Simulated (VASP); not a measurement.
# O in VASP: notebook

The runs below take O through single point, with PBE+D3(BJ).

Everything below comes from runs of VASP 6.6.1. Logs are shortened: lines on timing, memory, paths and dates and some standing lists are left out, and cuts for length are marked.

### Step 1. The cell of the first run

The cell holds a disordered packing, 24 atoms: a = 8.262 Å, b = 8.262 Å, c = 8.262 Å, α = 90.00°, β = 90.00°, γ = 90.00°.

### Step 2. Single point, PBE+D3(BJ), collinear spin, ferromagnetic start

INCAR reads:

```
SYSTEM = O
ALGO     = Normal         ! electronic algorithm
EDIFF    = 1E-6           ! SCF threshold, eV
ENCUT    = 910            ! plane-wave cutoff, eV
GGA      = PE             ! functional
GGA_COMPAT= .FALSE.      
ISIF     = 2              ! what is computed and relaxed
ISMEAR   = -1             ! smearing method
ISPIN    = 2              ! spin polarisation
IVDW     = 12             ! dispersion correction
LASPH    = .TRUE.         ! aspherical terms in the spheres
LCHARG   = .FALSE.        ! write CHGCAR
LORBIT   = 11             ! projections on sites
LREAL    = Auto         
LWAVE    = .FALSE.        ! write WAVECAR
MAGMOM   = 1 1 1 1 1 1 1 1 1 1 1 1 1 1 1 1 1 1 1 1 1 1 1 1 ! initial moments
NBANDS   = 94             ! bands
NELM     = 200            ! most SCF steps
PREC     = Accurate       ! precision mode
SIGMA    = 0.05           ! smearing width, eV
```

KPOINTS reads:

```
k-points
0
G
  1 1 1
  0 0 0
```

POSCAR reads:

```
O
1.0
    8.2621490000      0.0000000000      0.0000000000
    0.0000000000      8.2621490000      0.0000000000
    0.0000000000      0.0000000000      8.2621490000
O
24
Direct
   -0.1242170772      0.9433865209      0.1985076764
    0.0021422998      0.8836805049      0.1530715556
    0.6773419361      0.3049206689      0.5684961624
    0.7873133249      0.2567854925      0.6517190624
    0.5920009431      0.8913056397      0.5400410958
    0.5574699754      0.9570028330      0.4105227345
    0.2215767351      0.5561022925      0.7022749166
    0.1739620043      0.4777691615      0.5863002471
    0.9323966440      0.7123812461      0.5088627668
    0.8148727407      0.6435976887      0.4520131506
    0.3482023866      0.6441302378      0.3353122777
    0.4518800133      0.6828852881      0.2429513193
    0.5703963944      0.3981167611      0.1641340528
    0.7156854712      0.3655223357      0.1266861685
    0.4164049813      0.2763203617      0.9010609709
    0.2948869598      0.2066290501      0.8717102536
    0.1230188417      0.3804458138      0.1078290890
    0.0393118062      0.4361214013      0.0008472372
    0.6358273132     -0.0213503775     -0.0194380421
    0.4944597344     -0.0515241253     -0.0531338759
    0.2846111829      0.1408713399      0.5166573491
    0.2367301776      0.1052147571      0.3827333542
    0.6933305124      0.5622024004      0.8248822431
    0.5633885325      0.5962250257      0.7732249806
```

Potentials or basis: VASP PAW PBE potentials, release 64 (O_h).

Command:

```bash
$ cat potpaw_PBE.64/O_h/POTCAR > POTCAR
$ mpirun -np 1 vasp_gam > vasp.out
```

OUTCAR:

```text
SYSTEM = O
   EDIFF = 1E-6
   ENCUT = 910
   GGA = PE
   ISIF = 2
   ISMEAR = -1
   ISPIN = 2
   IVDW = 12
   LASPH = .TRUE.
   LORBIT = 11
   LREAL = Auto
   NELM = 200
   PREC = Accurate
 IVDW          = 12

 ion  position               nearest neighbor table
   1  0.876  0.943  0.199-   2 1.21
   2  0.002  0.884  0.153-   1 1.21
   3  0.677  0.305  0.568-   4 1.21
   4  0.787  0.257  0.652-   3 1.21
   5  0.592  0.891  0.540-   6 1.23
   6  0.557  0.957  0.411-   5 1.23
[... 16 lines left out ...]
  23  0.693  0.562  0.825-  24 1.19
  24  0.563  0.596  0.773-  23 1.19

  LATTYP: Found a simple cubic cell.
 ALAT       =     8.2621490000

  Lattice vectors:

 A1 = (   8.2621490000,   0.0000000000,   0.0000000000)
 A2 = (   0.0000000000,   8.2621490000,   0.0000000000)
 A3 = (   0.0000000000,   0.0000000000,   8.2621490000)

Analysis of symmetry for initial positions (statically):
=====================================================================
 Subroutine PRICEL returns:
 Original cell was already a primitive cell.

 Routine SETGRP: Setting up the symmetry group for a
 simple cubic supercell.

 Subroutine GETGRP returns: Found  1 space group operations
 (whereof  1 operations were pure point group operations)
 out of a pool of 48 trial point group operations.

The static configuration has the point symmetry C_1 .

Analysis of symmetry for dynamics (positions and initial velocities):
=====================================================================
 Subroutine PRICEL returns:
 Original cell was already a primitive cell.

 Routine SETGRP: Setting up the symmetry group for a
 simple cubic supercell.

 Subroutine GETGRP returns: Found  1 space group operations
 (whereof  1 operations were pure point group operations)
 out of a pool of 48 trial point group operations.

The dynamic configuration has the point symmetry C_1 .

Analysis of structural, dynamic, and magnetic symmetry:
=====================================================================
 Subroutine PRICEL returns:
 Original cell was already a primitive cell.

 Routine SETGRP: Setting up the symmetry group for a
 simple cubic supercell.

 Subroutine GETGRP returns: Found  1 space group operations
[... 158 lines left out ...]
 NGX is ok and might be reduce to    84
   NGX = 41   NGY = 41   NGZ = 41

 number of electron     143.9999991 magnetization      23.9999951

 Free energy of the ion-electron system (eV)
  ---------------------------------------------------
  ext. energy  EPLUGINS =         0.00000000
  ---------------------------------------------------
  free energy    TOTEN  =      -120.05510038 eV

  energy without entropy =     -120.05509763  energy(sigma->0) =     -120.05509900

 E-fermi :  -2.3463     XC(G=0):  -6.0802

 val. band max:       -3.0369936354   @ k =   0.0000   0.0000   0.0000
 cond. band min:      -1.6674612284   @ k =   0.0000   0.0000   0.0000
 fundamental gap:      1.3695324070
 Fermi energy:        -2.3463293120

 spin component 1

 k-point     1 :       0.0000    0.0000    0.0000
  band No.  band energies     occupation
      1     -30.0987      1.00000
      2     -29.9463      1.00000
      3     -29.8930      1.00000
      4     -29.5918      1.00000
      5     -29.4584      1.00000
      6     -29.4125      1.00000
[... 76 lines left out ...]
     83      -3.0877      1.00000
     84      -3.0370      1.00000
 Fermi energy:        -2.3463293120

 spin component 2

 k-point     1 :       0.0000    0.0000    0.0000
  band No.  band energies     occupation
      1     -28.9403      1.00000
      2     -28.7834      1.00000
      3     -28.7258      1.00000
      4     -28.4135      1.00000
      5     -28.2743      1.00000
      6     -28.2278      1.00000
[... 76 lines left out ...]
     83      -0.7166      0.00000
     84      -0.6463      0.00000
 [bands above 84 left out]

------------------------ aborting loop because EDIFF is reached ----------------------------------------

 Edisp (eV)   -0.77504

 E8    (eV) :    -0.1807

  FORCE on cell =-STRESS in cart. coord.  units (eV):
  Direction    XX          YY          ZZ          XY          YZ          ZX
  --------------------------------------------------------------------------------------
  -------------------------------------------------------------------------------------
  Total       3.68283     1.97910     1.40233     0.49504     0.05975     1.65844
  in kB      10.46197     5.62212     3.98364     1.40629     0.16974     4.71119
  external pressure =        6.69 kB  Pullay stress =        0.00 kB

 VOLUME and BASIS-vectors are now :
 -----------------------------------------------------------------------------
  energy-cutoff  :      910.00
  volume of cell :      564.00
      direct lattice vectors                 reciprocal lattice vectors
     8.262149000  0.000000000  0.000000000     0.121033886  0.000000000  0.000000000
     0.000000000  8.262149000  0.000000000     0.000000000  0.121033886  0.000000000
     0.000000000  0.000000000  8.262149000     0.000000000  0.000000000  0.121033886

 POSITION                                       TOTAL-FORCE (eV/Angst)
 -----------------------------------------------------------------------------------
      7.23585      7.79440      1.64010        -0.146458      0.147897      0.201802
      0.01770      7.30110      1.26470         0.313553     -0.147922     -0.126164
      5.59630      2.51930      4.69700        -0.655403      0.227922     -0.526235
      6.50490      2.12160      5.38460         0.689547     -0.349196      0.465476
      4.89120      7.36410      4.46190        -0.277180      0.542470     -0.812937
      4.60590      7.90690      3.39180         0.370463     -0.375247      0.903396
[... 16 lines left out ...]
      5.72840      4.64500      6.81530         2.109825     -0.453517      0.844317
      4.65480      4.92610      6.38850        -2.082611      0.615433     -0.811677
 -----------------------------------------------------------------------------------
    total drift:                                0.013281      0.001645     -0.003707

  FREE ENERGIE OF THE ION-ELECTRON SYSTEM (eV)
  ---------------------------------------------------
  free  energy   TOTEN  =      -120.8301432488 eV

  energy  without entropy=     -120.8301404976  energy(sigma->0) =     -120.83014187

 total charge

# of ion       s       p       d       tot
------------------------------------------
    1        1.090   2.224   0.000   3.314
    2        1.090   2.223   0.000   3.312
    3        1.089   2.230   0.000   3.319
    4        1.089   2.228   0.000   3.318
    5        1.092   2.209   0.000   3.301
    6        1.092   2.209   0.000   3.301
[... 16 lines left out ...]
   23        1.087   2.246   0.000   3.333
   24        1.088   2.245   0.000   3.333
--------------------------------------------------
tot         26.163  53.377   0.000  79.540

 magnetization (x)

# of ion       s       p       d       tot
------------------------------------------
    1        0.014   0.609   0.000   0.622
    2        0.014   0.607   0.000   0.620
    3        0.014   0.606   0.000   0.620
    4        0.014   0.608   0.000   0.622
    5        0.014   0.606   0.000   0.620
    6        0.014   0.611   0.000   0.625
[... 16 lines left out ...]
   23        0.013   0.604   0.000   0.617
   24        0.014   0.608   0.000   0.622
--------------------------------------------------
tot          0.330  14.589   0.000  14.919
```

OSZICAR:

```text
N       E                     dE             d eps       ncg     rms          rms(c)
DAV:   1     0.215712736055E+04    0.21571E+04   -0.10276E+05   376   0.220E+03
DAV:   2     0.324837561146E+03   -0.18323E+04   -0.17520E+04   508   0.406E+02
DAV:   3    -0.950258696685E+02   -0.41986E+03   -0.41139E+03   480   0.199E+02
DAV:   4    -0.117756604755E+03   -0.22731E+02   -0.18427E+02   424   0.428E+01
DAV:   5    -0.118538839054E+03   -0.78223E+00   -0.78104E+00   552   0.768E+00    0.250E+01
DAV:   6    -0.119240462027E+03   -0.70162E+00   -0.14578E+01   424   0.168E+01    0.114E+01
DAV:   7    -0.120072509340E+03   -0.83205E+00   -0.22753E+00   400   0.728E+00    0.508E+00
DAV:   8    -0.120021744473E+03    0.50765E-01   -0.86692E-01   464   0.349E+00    0.165E+00
DAV:   9    -0.120051563742E+03   -0.29819E-01   -0.83768E-02   440   0.153E+00    0.751E-01
DAV:  10    -0.120054904646E+03   -0.33409E-02   -0.13971E-02   400   0.624E-01    0.174E-01
DAV:  11    -0.120055073203E+03   -0.16856E-03   -0.18692E-03   408   0.282E-01    0.666E-02
DAV:  12    -0.120055125413E+03   -0.52209E-04   -0.38319E-04   432   0.125E-01    0.367E-02
DAV:  13    -0.120055107937E+03    0.17476E-04   -0.71866E-05   448   0.609E-02    0.194E-02
DAV:  14    -0.120055107413E+03    0.52447E-06   -0.24810E-05   472   0.276E-02    0.105E-02
DAV:  15    -0.120055103722E+03    0.36906E-05   -0.67618E-06   384   0.192E-02    0.491E-03
DAV:  16    -0.120055101599E+03    0.21230E-05   -0.41558E-06   344   0.143E-02    0.322E-03
DAV:  17    -0.120055100524E+03    0.10751E-05   -0.20344E-06   288   0.933E-03    0.210E-03
DAV:  18    -0.120055100377E+03    0.14702E-06   -0.79952E-07   240   0.576E-03
   1 F= -.12083014E+03 E0= -.12083014E+03  d E =-.275124E-05  mag=    24.0000
```

stdout:

```text
POSCAR found type information on POSCAR O
 POSCAR found :  1 types and      24 ions
 scaLAPACK will be used
 LDA part: xc-table for (Slater+PW92), standard interpolation
 POSCAR, INCAR and KPOINTS ok, starting setup
 FFT: planning ... GRIDC
 FFT: planning ... GRID_SOFT
 FFT: planning ... GRID
 WAVECAR not read
 entering main loop
```

It took 9.1 min on 1 thread of Intel Xeon Platinum 8375C at 2.90GHz (Ice Lake), shared host; peak memory 1.3 GiB.

What came out:

| Quantity | Value |
| --- | --- |
| Free energy | -120.8301 eV |
| Pressure | 0.7 GPa |
| Largest force | 3.143 eV/Å |
| Net moment | 24.00 μB per cell |
| Site moments | O +0.62, +0.61, +0.63 (each value once) μB |
| Valence electrons inside the program's atomic spheres | O 3.31, 3.32, 3.30, 3.33, 3.28, 3.34 (each value once) |
| Dispersion energy per atom | -0.032 eV |

Forces in eV/Å, atoms in the order of the input:
```
O   -0.146  0.148  0.202
O    0.314 -0.148 -0.126
O   -0.655  0.228 -0.526
O    0.690 -0.349  0.465
O   -0.277  0.542 -0.813
O    0.370 -0.375  0.903
O   -0.109 -0.074 -0.193
O    0.065  0.046  0.225
O   -0.098  0.061 -0.025
O    0.123 -0.075 -0.027
O   -1.554 -0.560  1.335
O    1.417  0.707 -1.413
O    2.972 -0.810 -0.625
O   -2.804  0.571  0.810
O    2.326  1.361  0.436
O   -2.462 -1.370 -0.680
O    0.170 -0.097  0.413
O   -0.244  0.186 -0.288
O   -0.560 -0.133 -0.203
O    0.551 -0.046  0.140
O    0.109  0.111  0.455
O   -0.222 -0.088 -0.497
O    2.110 -0.454  0.844
O   -2.083  0.615 -0.812
```

Levels at points of the mesh, in eV from the Fermi level:
Spin up:
```tsv
k point	band 80	band 81	band 82	band 83	band 84	band 85	band 86	band 87	band 88
(0.00, 0.00, 0.00)	-0.84	-0.80	-0.77	-0.74	-0.69	5.14	6.14	6.19	6.54
```
Spin down:
| k point | band 58 | band 59 | band 60 | band 61 | band 62 | band 63 |
| --- | --- | --- | --- | --- | --- | --- |
| (0.00, 0.00, 0.00) | -5.34 | -5.27 | -5.24 | 0.68 | 0.73 | 0.84 |

Caveat: the k points lie up to 0.76 Å⁻¹ apart; the cutoff is under 1.25 times the usual one of these potentials, so pressure, stress and relaxed cells hold a basis-set (Pulay) error; the atoms stand as in a frame of molecular dynamics.

### Step 3. Single point, PBE+D3(BJ), collinear spin, ferromagnetic start

INCAR reads:

```
PREC     = Accurate       # precision mode
ENCUT    = 910            # plane-wave cutoff, eV
EDIFF    = 1E-6           # SCF threshold, eV
ISMEAR   = -1             # smearing method
SIGMA    = 0.05           # smearing width, eV
LREAL    = Auto         
LASPH    = T              # aspherical terms in the spheres
NELM     = 200            # most SCF steps
ALGO     = Normal         # electronic algorithm
ISIF     = 2              # what is computed and relaxed
LWAVE    = F              # write WAVECAR
LCHARG   = T              # write CHGCAR
ISPIN    = 2              # spin polarisation
MAGMOM   = 1 1 1 1 1 1 1 1 1 1 1 1 1 1 1 1 1 1 1 1 1 1 1 1 # initial moments
LORBIT   = 11             # projections on sites
GGA      = PE             # functional
IVDW     = 12             # dispersion correction
LELF     = T              # ELF
LVHAR    = T            
NBANDS   = 94             # bands
GGA_COMPAT= F
```

KPOINTS reads:

```
Automatic mesh
0
Gamma
  1 1 1
```

POSCAR reads:

```
O
1.0
    8.2621490000      0.0000000000      0.0000000000
    0.0000000000      8.2621490000      0.0000000000
    0.0000000000      0.0000000000      8.2621490000
O
24
Direct
   -0.1128277885      1.0207997943      0.1557948180
   -0.0595002583      0.8817802729      0.1439213938
    0.6885133638      0.3355180353      0.5656276593
    0.7848926472      0.2757151923      0.6599977802
    0.5703842911      0.9656567559      0.5651435238
    0.6478338747      0.9995583474      0.4460945935
    0.1638193647      0.5308183137      0.6962232223
    0.1268072023      0.5006324626      0.5543957147
    0.9379157892      0.7330054203      0.4329261068
    0.8544387181      0.6178416778      0.3936385074
    0.3215507249      0.7144267188      0.3256658770
    0.4434802616      0.6777413479      0.2530818556
    0.5867480724      0.3962528393      0.1646544985
    0.7172104981      0.3288127580      0.1825069967
    0.3701942437      0.3142160714      0.8792385613
    0.2625103953      0.2199790878      0.8575492889
    0.0586167110      0.3898138366      0.1069818518
    0.0166179525      0.4897515162      0.0062090384
    0.6372192029     -0.0355839625     -0.1264077905
    0.5691739522     -0.0295685783      0.0011135118
    0.2018119015      0.0748110449      0.4700229928
    0.2455414445      0.1557343011      0.3571709975
    0.7176341167      0.5774526700      0.8148485340
    0.6069123178      0.6182531930      0.7336468999
```

Potentials or basis: VASP PAW PBE potentials, release 64 (O_h).

Command:

```bash
$ cat potpaw_PBE.64/O_h/POTCAR > POTCAR
$ mpirun -np 1 vasp_gam > vasp.out
```

Wall time 6.4 min (1 thread of Intel Xeon Platinum 8375C at 2.90GHz (Ice Lake), shared host); peak memory 1.3 GiB.

Results (log left out):

| Item | Value |
| --- | --- |
| Free energy | -120.9477 eV |
| Pressure | 0.8 GPa |
| Largest force | 2.860 eV/Å |
| Net moment | 24.00 μB per cell |
| Site moments | O +0.62, +0.63 (each value once) μB |
| Valence electrons inside the program's atomic spheres | O 3.30, 3.31, 3.32, 3.33, 3.34 (each value once) |
| Dispersion energy per atom | -0.032 eV |

Forces in eV/Å, atoms in the order of the input:
```
O    0.465 -0.955 -0.061
O   -0.336  1.026 -0.129
O    0.063 -0.134  0.010
O    0.026 -0.084 -0.092
O   -0.553 -0.234  0.525
O    0.477  0.158 -0.824
O   -0.287 -0.131 -1.196
O    0.458  0.004  1.208
O   -0.163  0.012  0.113
O   -0.023  0.114 -0.041
O   -0.500  0.186  0.273
O    0.444 -0.035 -0.261
O    0.269 -0.222  0.023
O   -0.271  0.104 -0.048
O    1.343  1.072  0.275
O   -1.260 -1.205 -0.289
O   -0.041  0.227 -0.150
O    0.060 -0.183  0.288
O    0.888 -0.044 -1.373
O   -0.930  0.066  1.624
O   -0.392 -0.655  0.935
O    0.371  0.662 -0.939
O    2.133 -0.667  1.647
O   -2.243  0.920 -1.517
```

Stress tensor (GPa, compression positive):
```
 1.06  0.05 -0.17
 0.05  0.29 -0.35
-0.17 -0.35  1.09
```

Levels at points of the mesh, in eV from the Fermi level:
Spin up:
```
           k point  band 80  band 81  band 82  band 83  band 84  band 85  band 86  band 87  band 88
(0.00, 0.00, 0.00)    -0.92    -0.88    -0.85    -0.83    -0.75     5.08     5.99     6.28     6.60
```
Spin down:
| k point | band 58 | band 59 | band 60 | band 61 | band 62 | band 63 |
| --- | --- | --- | --- | --- | --- | --- |
| (0.00, 0.00, 0.00) | -5.51 | -5.43 | -5.29 | 0.76 | 0.80 | 0.83 |

Caveat: the k points lie up to 0.76 Å⁻¹ apart; the cutoff is under 1.25 times the usual one of these potentials, so pressure, stress and relaxed cells hold a basis-set (Pulay) error; the atoms stand as in a frame of molecular dynamics.

[end of part 1 of 3]
